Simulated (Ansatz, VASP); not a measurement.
**Os in VASP and in Ansatz**

File INCAR:

```
  PREC = Accurate
  ENCUT = 600
  EDIFF = 1E-6
  ISMEAR = 0
  SIGMA = 0.1
  LREAL = F
  LASPH = T
  NELM = 100
  ALGO = Normal
  ISIF = 3
  LWAVE = F
  LCHARG = F
  GGA = PE
  IBRION = 2
  NSW = 90
  EDIFFG = -0.04
```

The input KPOINTS:

```
regular mesh
0
Gamma
  6 6 4
```

The input POSCAR:

```
Os
1.0
    3.0247701213      0.0000000000      0.0000000000
    0.9782158583      2.5815901818      0.0000000000
   -0.0322888988     -0.3575726475      3.7429448131
Os
2
Direct
    0.7444884256      0.7021578877      0.9176712294
    0.8292135578      0.2902655302      0.3167208857
```

Input for Ansatz:

```yaml
crystal:
  lattice:
    - [3.0247701213, 0.0, 0.0]
    - [0.9782158583, 2.5815901818, 0.0]
    - [-0.0322888988, -0.3575726475, 3.7429448131]
  atoms:
    - { symbol: Os, position: [0.7444884256, 0.7021578877, 0.9176712294] }
    - { symbol: Os, position: [0.8292135578, 0.2902655302, 0.3167208857] }
basis:
  ecutwfc: 420
kpoints:
  mp_grid: { grid: [6, 6, 4] }
hamiltonian:
  xc: pbe
scf:
  occupations: { method: gaussian, width: 0.1 }
  lower_state_search: "off"
output:
  forces: true
  stress: true
  eigenvalues: true
relax:
  adjacent_minimum: "off"
  f_tol: 0.04
  max_steps: 70
  cell: { stress_tol: 0.4 }
```

Alike in both runs: task relaxation of cell and atoms; functional PBE; k mesh 6 × 6 × 4; occupations gaussian, width 0.1 eV; no spin polarisation.

```csv
,VASP,Ansatz
version,VASP 6.6.1,Ansatz 0.2.0
potentials or method,"VASP PAW PBE potentials, release 64 (Os), cutoff 600 eV","scalar-relativistic, plane waves, PAW"
valence electrons in the cell,16,32
```

|  | VASP | Ansatz | Ansatz less VASP |
| --- | --- | --- | --- |
| gap on the k mesh at the Fermi level, each at its own relaxed structure (eV) | none | none | - |
| relaxed volume (Å³/atom) | 14.30 | 14.31 | +0.001 |
| relaxed cell length with the largest relative difference (Å) | 4.315 | 4.316 | +0.0013 |

A gap of «none» marks a metal or a gap that the smearing closes. VASP's potentials hold 16 valence electrons a cell and Ansatz's 32, so a difference there can come from the potentials and not from the codes.

The k mesh is coarse, so the values compare programs but aren't converged. Neither program's run includes spin-orbit coupling.
